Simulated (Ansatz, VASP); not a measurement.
**SnW2 in VASP and in Ansatz**

```
Sn W
1.0
     2.79691    0.00000    0.00000
     0.00000    2.79691    0.00000
     0.00000    0.00000    7.32571
Sn W
1 2
Direct
  0.00000 0.00000 0.00000
  0.50000 0.50000 0.32925
  0.50000 0.50000 0.67075
```

Change from the starting cell: species swapped into the FeSi2 type (P4/mmm, No. 123).

Alike in both runs: functional PBE; k mesh 6 × 6 × 4; occupations gaussian, width 0.1 eV; no spin polarisation.

Ansatz relaxed the structure, and its values are those at the end. VASP's run is a single point on that final structure, the one shown.

```csv
,VASP,Ansatz
version,VASP 6.6.1,Ansatz 0.2.0
potentials or method,"VASP PAW PBE potentials, release 64 (Sn_d, W_sv), cutoff 520 eV","scalar-relativistic, plane waves, PAW"
valence electrons in the cell,42,42
```

Ansatz gave:

| Quantity | Value |
| --- | --- |
| gap on the k mesh at the Fermi level (eV) | none |
| pressure (GPa) | 0.0 |
| rms of the force components (eV/Å) | 0.001 |

Q: What did VASP give for the same quantities?

A: gap on the k mesh at the Fermi level (eV): none; pressure (GPa): 0.2; rms of the force components (eV/Å): 0.019.

A gap of «none» marks a metal or a gap that the smearing closes.

The k mesh is coarse, so the values compare programs but aren't converged. Neither program's run includes spin-orbit coupling.
